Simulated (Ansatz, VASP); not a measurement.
## One calculation of Ir, two programs

```
CELL_PARAMETERS angstrom
2.64047 0.00000 0.00000
0.00000 2.64047 0.00000
0.00000 0.00000 2.64047
ATOMIC_POSITIONS crystal
Ir 0.00000 0.00000 0.00000
```

Alike in both runs: task single point; functional PBEsol; k mesh 14 × 14 × 14; occupations fermi-dirac, width 0.1 eV; no spin polarisation.

|  | VASP | Ansatz |
| --- | --- | --- |
| version | VASP 6.6.1 | Ansatz 0.2.0 |
| potentials or method | VASP PAW PBE potentials, release 64 (Ir), cutoff 520 eV | plane waves (420 eV) with PAW, scalar-relativistic |
| valence electrons in the cell | 9 | 17 |

```tsv
	VASP	Ansatz	Ansatz less VASP
pressure (GPa)	-23.5	-23.7	-0.24
```

VASP's potentials were made for PBE, not for PBEsol, and Ansatz warns of the same on its side. The functional is the same, so the differences come from potentials, cutoffs and numerics. VASP's potentials hold 9 valence electrons a cell and Ansatz's 17, so a difference there can come from the potentials and not from the codes.

Spin-orbit coupling is off throughout.
